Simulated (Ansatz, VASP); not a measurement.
Two plane-wave programs on BN

```
B N
1.0
     2.56306    0.00000    0.00000
     0.00000    3.62471    0.00000
     0.00000    0.00000   24.62550
B N
3 3
Direct
  0.25000 0.08431 0.45499
  0.75000 0.63441 0.50000
  0.25000 0.08431 0.54501
  0.75000 0.90155 0.44669
  0.25000 0.39388 0.50000
  0.75000 0.90155 0.55331
```

Alike in both runs: task single point; functional PBE; k mesh 12 × 8 × 1; occupations fermi-dirac, width 0.02 eV; no spin polarisation.

|  | VASP | Ansatz |
| --- | --- | --- |
| version | VASP 6.6.1 | Ansatz 0.2.0 |
| potentials or method | VASP PAW PBE potentials, release 64 (B, N) | PAW with Ansatz's default frozen-core files, scalar-relativistic |
| plane-wave cutoff (eV) | 520 | 420 |
| valence electrons in the cell | 24 | 24 |

VASP gave:

| Property | Result |
| --- | --- |
| rms of the force components (eV/Å) | 0.010 |

Question: Estimate Ansatz's values.

Answer: rms of the force components (eV/Å): 0.001.

With one functional, cell and mesh, what is left measures potentials, basis and numerics.
